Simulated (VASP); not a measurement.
# Si2W in VASP: further runs

Runs on Si2W. Level: LDA. Tasks: single point.

All numbers are computed with VASP 6.6.1; they aren't measurements. Logs are shortened: lines on timing, memory, paths and dates and some standing lists are left out, and cuts for length are marked.

**1. The cell of the first run**

Symmetry: I4/mmm, No. 139, tetragonal system. Conventional cell: a = 3.169 Å, b = 3.169 Å, c = 7.774 Å, α = 90.00°, β = 90.00°, γ = 90.00°. Si (site symmetry 4mm) has 9 Si at 2.59 to 3.17 Å and 5 W at 2.59 Å within 3.4 Å. Within 3.4 Å of W (site symmetry 4/mmm) lie 10 Si at 2.59 Å and 4 W at 3.17 Å.

**2. Single point, LDA (13.01 Å³/atom)**

File INCAR:

```
PREC = Accurate
ENCUT = 500
EDIFF = 1E-6
ISMEAR = -1
SIGMA = 0.05
LREAL = False
LASPH = True
NELM = 120
ALGO = Normal
ISIF = 2
LWAVE = False
LCHARG = False
ISYM = 0
NBANDS = 18
GGA_COMPAT = False
```

File KPOINTS:

```
regular mesh
0
Gamma
  11 11 14
```

File POSCAR:

```
Si2W
1.0
   -1.5842946366      1.5842946366      3.8867502291
    1.5842946366     -1.5842946366      3.8867502291
    1.5842946366      1.5842946366     -3.8867502291
Si W
2 1
Direct
    0.3330000000      0.3330000000      0.0000000000
    0.6670000000      0.6670000000      0.0000000000
    0.0000000000      0.0000000000      0.0000000000
```

Potentials or basis: VASP PAW LDA potentials, release 64 (Si, W_sv).

Started as:

```
$ cat potpaw_LDA.64/Si/POTCAR potpaw_LDA.64/W_sv/POTCAR > POTCAR
$ mpirun -np 1 vasp_std > vasp.out
```

OUTCAR:

```text
PREC = Accurate
   ENCUT = 500
   EDIFF = 1E-6
   ISMEAR = -1
   LREAL = False
   LASPH = True
   NELM = 120
   ISIF = 2
   ISYM = 0

 ion  position               nearest neighbor table
   1  0.333  0.333  0.000-   2 2.59   2 2.59   2 2.59   2 2.59   3 2.59   3 2.59   3 2.59   3 2.59
                             3 2.59   2 2.60
   2  0.667  0.667  0.000-   1 2.59   1 2.59   1 2.59   1 2.59   3 2.59   3 2.59   3 2.59   3 2.59
                             3 2.59   1 2.60
   3  0.000  0.000  0.000-   1 2.59   2 2.59   2 2.59   1 2.59   2 2.59   2 2.59   2 2.59   1 2.59
                             1 2.59   1 2.59

IMPORTANT INFORMATION: All symmetrisations will be switched off!
NOSYMM: (Re-)initialisation of all symmetry stuff for point group C_1.

----------------------------------------------------------------------------------------

                                     Primitive cell

  volume of cell :      39.0228

  direct lattice vectors                    reciprocal lattice vectors
    -1.584294637  1.584294637  3.886750229     0.000000000  0.315597862  0.128642174
     1.584294637 -1.584294637  3.886750229     0.315597862  0.000000000  0.128642174
     1.584294637  1.584294637 -3.886750229     0.315597862  0.315597862  0.000000000

  length of vectors
     4.486290933  4.486290933  4.486290933     0.340809066  0.340809066  0.446322777

  position of ions in fractional coordinates (direct lattice)
     0.333000000  0.333000000  0.000000000
     0.667000000  0.667000000  0.000000000
     0.000000000  0.000000000  0.000000000

  ion indices of the primitive-cell ions
   primitive index   ion index
                 1           1
                 2           2
                 3           3

----------------------------------------------------------------------------------------

 KPOINTS: regular mesh

Automatic generation of k-mesh.
 Grid dimensions read from file:
 generate k-points for:   11   11   14

 Generating k-lattice:

  Cartesian coordinates                     Fractional coordinates (reciprocal lattice)
     0.000000000  0.028690715  0.011694743     0.090909091 -0.000000000  0.000000000
     0.028690715  0.000000000  0.011694743    -0.000000000  0.090909091  0.000000000
     0.022542704  0.022542704  0.000000000     0.000000000  0.000000000  0.071428571

  Length of vectors
     0.030982642  0.030982642  0.031880198

  Shift w.r.t. Gamma in fractional coordinates (k-lattice)
     0.000000000  0.000000000  0.000000000

 -----------------------------------------------------------------------------
|                                                                             |
|           W    W    AA    RRRRR   N    N  II  N    N   GGGG   !!!           |
|           W    W   A  A   R    R  NN   N  II  NN   N  G    G  !!!           |
|           W    W  A    A  R    R  N N  N  II  N N  N  G       !!!           |
|           W WW W  AAAAAA  RRRRR   N  N N  II  N  N N  G  GGG   !            |
|           WW  WW  A    A  R   R   N   NN  II  N   NN  G    G                |
|           W    W  A    A  R    R  N    N  II  N    N   GGGG   !!!           |
|                                                                             |
|     Your reciprocal lattice and k-lattice belong to different lattice       |
|     classes:                                                                |
|                                                                             |
|        The reciprocal lattice is body-centered tetragonal,                  |
|        whereas your k-lattice is base-centered monoclinic.                  |
|                                                                             |
|     Results are often still useful ...                                      |
|                                                                             |
 -----------------------------------------------------------------------------

 WARNING: IBZKPT: internal override: KBLOWUP is changed to .FALSE.
      ... skipping the blow-up phase ...

 Subroutine IBZKPT returns following result:
 ===========================================

 Found    848 irreducible k-points:

 Following reciprocal coordinates:
            Coordinates               Weight
  0.000000  0.000000  0.000000      1.000000
  0.090909  0.000000 -0.000000      2.000000
  0.181818  0.000000 -0.000000      2.000000
  0.272727  0.000000  0.000000      2.000000
  0.363636 -0.000000 -0.000000      2.000000
  0.454545  0.000000  0.000000      2.000000
[... 16 lines left out ...]
  0.454545  0.181818  0.000000      2.000000
 -0.454545  0.181818 -0.000000      2.000000
 [... further k-points ...]
   k-points           NKPTS =    848   k-points in BZ     NKDIM =    848   number of bands    NBANDS=     18
   number of dos      NEDOS =    301   number of ions     NIONS =      3
   total plane-waves  NPLWV =  46656
   dimension x,y,z NGX =    36 NGY =   36 NGZ =   36
   dimension x,y,z NGXF=    72 NGYF=   72 NGZF=   72
   ions per type =               2   1
   NGX,Y,Z   is equivalent  to a cutoff of  13.34, 13.34, 13.34 a.u.
   NGXF,Y,Z  is equivalent  to a cutoff of  26.68, 26.68, 26.68 a.u.
 SYSTEM =  unknown system
   PREC   = accura    normal or accurate (medium, high low for compatibility)
   ISTART =      0    job   : 0-new  1-cont  2-samecut
   ICHARG =      2    charge: 1-file 2-atom 10-const
   ISPIN  =      1    spin polarized calculation?
   LNONCOLLINEAR =      F non collinear calculations
   LSORBIT =      F    spin-orbit coupling
   LASPH  =      T    aspherical Exc in radial PAW
   ENCUT  =  500.0 eV  36.75 Ry    6.06 a.u.   8.18  8.18  8.18*2*pi/ulx,y,z
   NELM   =    120;   NELMIN=  2; NELMDL= -5     # of ELM steps
   EDIFF  = 0.1E-05   stopping-criterion for ELM
   LREAL  =      F    real-space projection
   EDIFFG = 0.1E-04   stopping-criterion for IOM
   NSW    =      0    number of steps for IOM
   IBRION =     -1    ionic relax: 0-MD 1-quasi-New 2-CG
   NFREE  =      0    steps in history (QN), initial steepest desc. (CG)
   ISIF   =      2    stress and relaxation
   ISYM   =      0    0-nonsym 1-usesym 2-fastsym
   POTIM  = 0.5000    time-step for ionic-motion
   TEBEG  =    0.0;   TEEND  =   0.0 temperature during run
   PSTRESS=    0.0 pullay stress
   NELECT =      22.0000    total number of electrons
   NUPDOWN=      -1.0000    fix difference up-down
   EMIN   =  10.00;   EMAX   =-10.00  energy-range for DOS
   EFERMI =   0.00;   METHOD = LEGACY
   ISMEAR =    -1;   SIGMA  =   0.05  broadening in eV -4-tet -1-fermi 0-gaus
   EFERMI_NEDOS =   21; number of points for ismear=-14 and -15
   IALGO  =     38    algorithm
   IMIX   =      4    mixing-type and parameters
     AMIX     =   0.40;   BMIX     =  1.00
     AMIX_MAG =   1.60;   BMIX_MAG =  1.00
  volume/ion in A,a.u.               =      13.01        87.78
  Fermi-wavevector in a.u.,A,eV,Ry     =   1.352414  2.555691 24.885365  1.829023
  Thomas-Fermi vector in A             =   2.479754
   LORBIT       =      0    0 simple, 1 ext, 2 COOP (PROOUT), +10 PAW based schemes
   GGA     = CA    functional components
   LHFCALC =     F    Hartree Fock is set to
   AEXX    =    0.0000 exact exchange contribution
   IVDW    =     0    specifies the selected vdW correction
   LEPSILON=     F    determine dielectric tensor
   LRPA    =     F    only Hartree local field effects (RPA)
 non-spin polarized calculation
  energy-cutoff  :      500.00
  volume of cell :       39.02
 maximum number of plane-waves:      1015
 NGX is ok and might be reduce to    36
   NGX = 17   NGY = 17   NGZ = 17

 number of electron      22.0000000 magnetization

 Free energy of the ion-electron system (eV)
  ---------------------------------------------------
  ext. energy  EPLUGINS =         0.00000000
  ---------------------------------------------------
  free energy    TOTEN  =       -27.34840608 eV

  energy without entropy =      -27.34647866  energy(sigma->0) =      -27.34744237

 E-fermi :  12.4408     XC(G=0): -12.8178

 val. band max:       12.4291556513   @ k =  -0.1818  -0.2727   0.2857
 cond. band min:      12.4421532204   @ k =   0.4545  -0.3636   0.3571
 fundamental gap:      0.0129975691
 Fermi energy:        12.4407728692

 k-point     1 :       0.0000    0.0000    0.0000
  band No.  band energies     occupation
      1     -60.9174      2.00000
      2     -25.4922      2.00000
      3     -25.4203      2.00000
      4     -25.4202      2.00000
      5      -1.8978      2.00000
      6       5.3903      2.00000
[... 10 lines left out ...]
     17      18.2317      0.00000
     18      18.2319      0.00000

 k-point     2 :       0.0909    0.0000   -0.0000
  band No.  band energies     occupation
      1     -60.9166      2.00000
      2     -25.4906      2.00000
      3     -25.4413      2.00000
      4     -25.4183      2.00000
      5      -1.7348      2.00000
      6       5.4148      2.00000
[... 10 lines left out ...]
     17      18.2751      0.00000
     18      18.7928      0.00000

 k-point     3 :       0.1818    0.0000   -0.0000
  band No.  band energies     occupation
      1     -60.9145      2.00000
      2     -25.4976      2.00000
      3     -25.4861      2.00000
      4     -25.4132      2.00000
      5      -1.2565      2.00000
      6       5.4007      2.00000
[... 10 lines left out ...]
     17      18.8505      0.00000
     18      20.0268      0.00000

 k-point     4 :       0.2727    0.0000    0.0000
  band No.  band energies     occupation
      1     -60.9118      2.00000
      2     -25.5701      2.00000
      3     -25.4806      2.00000
      4     -25.4065      2.00000
      5      -0.4932      2.00000
      6       5.0165      2.00000
[... 375 lines left out ...]
      4     -25.4693      2.00000
      5       1.2784      2.00000
      6       3.9806      2.00000
[... 10 lines left out ...]
     17      19.7691      0.00000
     18      21.2089      0.00000

 k-point    23 :       0.4545    0.1818    0.0000
  band No.  band energies     occupation
      1     -60.9050      2.00000
      2     -25.6640      2.00000
      3     -25.4698      2.00000
      4     -25.4650      2.00000
      5       2.3748      2.00000
      6       2.9503      2.00000
[... 10 lines left out ...]
     17      19.9508      0.00000
     18      21.5780      0.00000

 k-point    24 :      -0.4545    0.1818   -0.0000
  band No.  band energies     occupation
      1     -60.9050      2.00000
      2     -25.6639      2.00000
      3     -25.4697      2.00000
      4     -25.4637      2.00000
      5       1.7881      2.00000
      6       3.5317      2.00000
[... 10 lines left out ...]
     17      19.7970      0.00000
     18      21.1422      0.00000

 [... further k-points ...]

------------------------ aborting loop because EDIFF is reached ----------------------------------------

  FORCE on cell =-STRESS in cart. coord.  units (eV):
  Direction    XX          YY          ZZ          XY          YZ          ZX
  --------------------------------------------------------------------------------------
  -------------------------------------------------------------------------------------
  Total        0.8913071      0.8913041      0.3920512      0.0106176      0.0003469      0.0003468
  in kB       36.5948034     36.5946795     16.0966257      0.4359316      0.0142445      0.0142388
  external PRESSURE =      29.7620362 kB  Pullay stress =       0.0000000 kB

 VOLUME and BASIS-vectors are now :
 -----------------------------------------------------------------------------
  energy-cutoff  :      500.00
  volume of cell :       39.02
      direct lattice vectors                 reciprocal lattice vectors
    -1.584294637  1.584294637  3.886750229     0.000000000  0.315597862  0.128642174
     1.584294637 -1.584294637  3.886750229     0.315597862  0.000000000  0.128642174
     1.584294637  1.584294637 -3.886750229     0.315597862  0.315597862  0.000000000

 POSITION                                       TOTAL-FORCE (eV/Angst)
 -----------------------------------------------------------------------------------
      0.00000      0.00000      2.58858        -0.000462     -0.000462      0.231922
      0.00000      0.00000      5.18492         0.000462      0.000462     -0.231922
      0.00000      0.00000      0.00000        -0.000000      0.000000      0.000000
 -----------------------------------------------------------------------------------
    total drift:                               -0.000000     -0.000000      0.000000

  FREE ENERGIE OF THE ION-ELECTRON SYSTEM (eV)
  ---------------------------------------------------
  free  energy   TOTEN  =       -27.3484060803 eV

  energy  without entropy=      -27.3464786620  energy(sigma->0) =      -27.34744237
```

Run time: 4.1 min. Hardware: 1 thread of Intel Xeon 6975P-C (Granite Rapids), shared host; peak memory 0.6 GiB.

Results:

- Free energy: -27.3484 eV
- Pressure: 3.0 GPa
- Largest force: 0.232 eV/Å
- Band gap on the k mesh: zero (bands 11 and 12 overlap by 1.32 eV)

Forces on the atoms (eV/Å):
```
Si   0.000  0.000  0.232
Si   0.000  0.000 -0.232
W    0.000  0.000  0.000
```

Stress tensor (GPa, compression positive):
```
3.66 0.04 0.00
0.04 3.66 0.00
0.00 0.00 1.61
```

Caveat: spin-orbit coupling is left out, which moves the levels of the heavy elements.

**3. Single point, LDA (13.41 Å³/atom)**

This run uses another cell than the first one, of 13.41 Å³/atom.

File INCAR:

```
ALGO = Normal ; EDIFF = 1E-6
ENCUT = 500 ; GGA = CA
GGA_COMPAT = False ; ISIF = 2
ISMEAR = -1 ; ISYM = 0
LASPH = True ; LCHARG = False
LREAL = False ; LWAVE = False
NBANDS = 18 ; NELM = 120
PREC = Accurate ; SIGMA = 0.05
```

File KPOINTS:

```
k-points
0
Gamma
  11 11 14
```

File POSCAR:

```
Si2W
1.0
   -1.6006287224      1.6006287224      3.9268226440
    1.6006287224     -1.6006287224      3.9268226440
    1.6006287224      1.6006287224     -3.9268226440
Si W
2 1
Direct
    0.3330000000      0.3330000000      0.0000000000
    0.6670000000      0.6670000000      0.0000000000
    0.0000000000      0.0000000000      0.0000000000
```

Potentials or basis: VASP PAW LDA potentials, release 64 (Si, W_sv).

Started as:

```
$ cat potpaw_LDA.64/Si/POTCAR potpaw_LDA.64/W_sv/POTCAR > POTCAR
$ mpirun -np 1 vasp_std > vasp.out
```

Run time: 4.1 min. Hardware: 1 thread of Intel Xeon 6975P-C (Granite Rapids), shared host; peak memory 0.62 GiB.

Results (log left out):

- Free energy: -27.3430 eV
- Pressure: -4.4 GPa
- Largest force: 0.296 eV/Å
- Band gap on the k mesh: zero (bands 11 and 12 overlap by 1.27 eV)

Forces on the atoms (eV/Å):
```
Si   0.000  0.000  0.296
Si   0.000  0.000 -0.296
W    0.000  0.000  0.000
```

Stress tensor (GPa, compression positive):
```
-3.43  0.05  0.00
 0.05 -3.43  0.00
 0.00  0.00 -6.30
```

Levels at points of the mesh, in eV from the Fermi level:
```tsv
k point	band 8	band 9	band 10	band 11	band 12	band 13	band 14	band 15
(0.00, 0.00, 0.00)	-3.36	-2.87	-2.87	0.66	2.72	2.92	3.24	3.24
(0.00, 0.00, 0.50)	-5.54	-5.05	-3.31	-1.60	2.67	2.95	3.11	3.77
```

Caveat: the cell stands under tension; spin-orbit coupling is left out, which moves the levels of the heavy elements.

**4. Single point, LDA (equal xy, yz and zx shear strains of -1 %)**

File INCAR:

```
SYSTEM = Si2W
PREC = Accurate
ENCUT = 520
EDIFF = 1E-6
ISMEAR = -1
SIGMA = 0.05
LREAL = .False.
LASPH = .True.
NELM = 60
ALGO = Normal
ISIF = 2
LWAVE = .False.
LCHARG = .True.
LELF = .True.
LVHAR = .True.
NBANDS = 18
```

File KPOINTS:

```
regular mesh
0
Gamma
  11 11 14
  0 0 0
```

File POSCAR:

```
Si2W
1.0
   -1.6337300000      1.5943300000      3.9400000000
    1.5943300000     -1.6337300000      3.9400000000
    1.6176700000      1.6176700000     -3.9560600000
Si W
2 1
Direct
    0.3330000000      0.3330000000      0.0000000000
    0.6670000000      0.6670000000      0.0000000000
    0.0000000000      0.0000000000      0.0000000000
```

Started as:

```
$ cat potpaw_LDA.64/Si/POTCAR potpaw_LDA.64/W_sv/POTCAR > POTCAR
$ mpirun -np 1 vasp_std > vasp.out
```

It took 2.5 min on 1 thread of Intel Xeon 6975P-C (Granite Rapids), shared host; peak memory 0.42 GiB.

Results (log left out):

| Property | Result |
| --- | --- |
| Free energy | -27.3216 eV |
| Pressure | -6.5 GPa |
| Largest force | 0.310 eV/Å |
| Band gap on the k mesh | zero (bands 11 and 12 overlap by 1.21 eV) |

Forces on the atoms (eV/Å):
```
Si  -0.011 -0.011  0.310
Si   0.011  0.011 -0.310
W    0.000  0.000  0.000
```

Stress tensor (GPa, compression positive):
```
-5.46  2.05  2.04
 2.05 -5.46  2.04
 2.04  2.04 -8.56
```

Levels at points of the mesh, in eV from the Fermi level:
```
           k point  band 8  band 9  band 10  band 11  band 12  band 13  band 14  band 15
(0.00, 0.00, 0.00)   -3.32   -2.91    -2.76     0.65     2.64     2.94     3.22     3.26
(0.00, 0.00, 0.50)   -5.62   -4.97    -3.27    -1.66     2.67     2.90     3.05     3.72
```

Caveat: the cell differs from its parent crystal (equal xy, yz and zx shear strains of -1 %); the cell stands under tension; spin-orbit coupling is left out, which moves the levels of the heavy elements.

(Continued in part 2 of 2.)
